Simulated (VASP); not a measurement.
Write the native input for VASP 6.6.1 that does the following.

```
Task                   : relaxation of cell and atoms
Functional             : r2SCAN
Potentials or basis    : VASP PAW PBE potentials, release 64 (Hg, S)
Cutoff                 : 600 eV
k mesh                 : 4 × 4 × 4
Occupations            : gaussian, width 0.1 eV
Spin                   : no spin polarisation
Dipole correction      : no
Further INCAR settings : ALGO = Normal; EDIFF = 1e-07; IBRION = 2; EDIFFG = -0.04; NSW = 90; ISIF = 3
```

HgS3:

```xyz
4
Lattice="4.4003 0.0000 0.0000 0.0000 4.4003 0.0000 0.0000 0.0000 4.3550" Properties=species:S:1:pos:R:3 pbc="T T T"
Hg    0.0000    0.0000    0.0000
S     0.0000    2.2001    2.1775
S     2.2001    0.0000    2.1775
S     2.2001    2.2001    0.0000
```

These files were run (other wordings do the same):

POSCAR

```
HgS3
1.0
    4.4002604410      0.0000000000      0.0000000000
    0.0000000000      4.4002604410      0.0000000000
    0.0000000000      0.0000000000      4.3550319053
Hg S
1 3
Direct
    0.0000000000      0.0000000000      0.0000000000
    0.0000000000      0.5000000000      0.5000000000
    0.5000000000      0.0000000000      0.5000000000
    0.5000000000      0.5000000000      0.0000000000
```

INCAR.step1

```
SYSTEM = HgS3
ALGO = Normal
EDIFF = 1E-4
ENCUT = 600
GGA = PE
ISMEAR = 0
LASPH = .True.
LCHARG = .False.
LREAL = .False.
LWAVE = .True.
NELM = 100
PREC = Accurate
SIGMA = 0.1
```

INCAR.step2

```
SYSTEM = HgS3
ALGO = Normal
EDIFF = 1E-7
EDIFFG = -0.04
ENCUT = 600
IBRION = 2
ISIF = 3
ISMEAR = 0
ISTART = 1
LASPH = .True.
LCHARG = .False.
LMIXTAU = .True.
LREAL = .False.
LWAVE = .False.
METAGGA = R2SCAN
NELM = 100
NSW = 90
PREC = Accurate
SIGMA = 0.1
```

KPOINTS

```
k-points
0
Gamma
  4 4 4
  0 0 0
```

Potentials or basis: VASP PAW PBE potentials, release 64 (Hg, S).

Run with:

```bash
$ cat potpaw_PBE.64/Hg/POTCAR potpaw_PBE.64/S/POTCAR > POTCAR
$ cp INCAR.step1 INCAR
$ mpirun -np 1 vasp_std > vasp.out
$ cp INCAR.step2 INCAR
$ mpirun -np 1 vasp_std > vasp.out
```

It gave:

* Relaxed volume: 18.44 Å³/atom
* Relaxed cell: a = 5.184 Å, b = 5.184 Å, c = 2.744 Å, α = 90.00°, β = 90.00°, γ = 90.00°
* Space group after relaxing (to 0.1 Å): P4/mmm (No. 123)
* Energy gained by relaxing: 285.1 meV/atom
* Ionic steps: 22
* Pressure after relaxing: 0.0 GPa
* Band gap on the k mesh: zero (bands 15 and 16 overlap by 2.92 eV)

Caveat: the k points lie up to 0.57 Å⁻¹ apart in the final cell, too coarse for converged energies and pressures of a metal; a cell axis changed by over 15 % at a fixed basis, so the end point is rough; the PAW data sets were made with another functional, which shifts forces and pressure a little; spin-orbit coupling is left out, which moves the levels of the heavy elements.

It took 31 min on 1 thread of Intel(R) Xeon(R) 6975P-C (Granite Rapids) (shared host), peak memory 0.25 GiB.
